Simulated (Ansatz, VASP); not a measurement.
## Pd in VASP and in Ansatz

```
CELL_PARAMETERS angstrom
4.36466 0.00000 0.00000
-2.18233 3.77991 0.00000
0.00000 0.00000 2.67554
ATOMIC_POSITIONS crystal
Pd 0.00000 0.00000 0.00000
Pd 0.33333 0.66667 0.50000
Pd 0.66667 0.33333 0.50000
```

Alike in both runs: task relaxation of cell and atoms; functional revPBE; k mesh 8 × 8 × 12; occupations fermi-dirac, width 0.1 eV; no spin polarisation.

|  | VASP | Ansatz |
| --- | --- | --- |
| version | VASP 6.6.1 | Ansatz 0.2.0 |
| potentials or method | VASP PAW PBE potentials, release 64 (Pd), cutoff 600 eV | plane waves (420 eV) with PAW, scalar-relativistic |
| valence electrons in the cell | 30 | 54 |

```tsv
	VASP	Ansatz	Ansatz less VASP
relaxed volume (Å³/atom)	15.98	16.03	+0.042
relaxed cell length with the largest relative difference (Å)	4.531	4.535	+0.0043
```

VASP's potentials were made for PBE, not for revPBE. VASP's potentials hold 30 valence electrons a cell and Ansatz's 54, so a difference there can come from the potentials and not from the codes.
